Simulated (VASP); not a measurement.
Set up this calculation in VASP 6.6.1, as the native input.

| Quantity | Value |
| --- | --- |
| Task | single point |
| Functional | PBE |
| Potentials or basis | VASP PAW PBE potentials, release 64 (Si) |
| Cutoff | 520 eV |
| k mesh | 8 × 8 × 8 |
| Occupations | gaussian, width 0.02 eV |
| Spin | no spin polarisation |
| Dipole correction | no |
| Further INCAR settings | ALGO = Normal; EDIFF = 1e-07; NBANDS = 11 |

The structure of Si lies in POSCAR:

```
Si
1.0
    0.0000000000      2.7352985364      2.7352985364
    2.7352985364      0.0000000000      2.7352985364
    2.7352985364      2.7352985364      0.0000000000
Si
2
Direct
    0.0000000000      0.0000000000      0.0000000000
    0.2500000000      0.2500000000      0.2500000000
```

The input as run:

INCAR

```
SYSTEM = Si
ALGO = Normal
EDIFF = 1E-7
ENCUT = 520
GGA = PE
ISIF = 2
ISMEAR = 0
LASPH = .True.
LCHARG = .False.
LREAL = .False.
LWAVE = .False.
NBANDS = 11
NELM = 60
PREC = Accurate
SIGMA = 0.02
```

KPOINTS

```
k-points
0
Gamma
  8 8 8
  0 0 0
```

Potentials or basis: VASP PAW PBE potentials, release 64 (Si).

Command:

```console
$ cat potpaw_PBE.64/Si/POTCAR > POTCAR
$ mpirun -np 1 vasp_std > vasp.out
```

Results of the run:

```json
{
  "Pressure": "-0.1 GPa",
  "Band gap on the k mesh": "0.65 eV, indirect (least direct gap 2.56 eV)"
}
```

It took 16 s on 1 thread of Intel(R) Xeon(R) Platinum 8488C (Sapphire Rapids), with other jobs on the host, peak memory 0.15 GiB.
